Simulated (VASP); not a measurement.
The system is CuI (rocksalt type).

```
CELL_PARAMETERS angstrom
0.00000 2.61428 2.61428
2.61428 0.00000 2.61428
2.61428 2.61428 0.00000
ATOMIC_POSITIONS crystal
Cu 0.00000 0.00000 0.00000
I 0.50000 0.50000 0.50000
```

* Program: VASP 6.6.1
* Task: relaxation of cell and atoms
* Functional: PBEsol
* Potentials or basis: VASP PAW PBE potentials, release 64 (Cu, I)
* Cutoff: 600 eV
* k mesh: 13 × 13 × 13
* Occupations: fermi-dirac, width 0.05 eV
* Spin: no spin polarisation

At the start: pressure 20.2 GPa; volume 17.87 Å³/atom.

**Question.** How do energy, volume and symmetry change on relaxing?

**Answer.** Over 5 steps the energy falls by 205.1 meV/atom and the volume is 21.87 Å³/atom (+22.4 %); space group Fm-3m (No. 225, to 0.1 Å) before and after.

Step by step:
```csv
step,energy change (eV),largest force (eV/Å),pressure (GPa),volume (Å³)
1,0.0000,0.0000,20.24,35.73
2,-0.3261,0.0000,-4.57,48.72
3,-0.4101,0.0000,0.21,43.62
4,-0.4101,0.0000,-0.09,43.81
5,-0.4102,0.0000,-0.02,43.74
```

Final structure:
```xyz
2
Lattice="0.0000 2.7965 2.7965 2.7965 0.0000 2.7965 2.7965 2.7965 0.0000" Properties=species:S:1:pos:R:3 pbc="T T T"
Cu    0.0000    2.7965    2.7965
I     2.7965    2.7965    2.7965
```

Caveat: the volume moved by over 15 % at a fixed basis, so the end points are rough; the PAW data sets were made with another functional, which shifts forces and pressure a little.
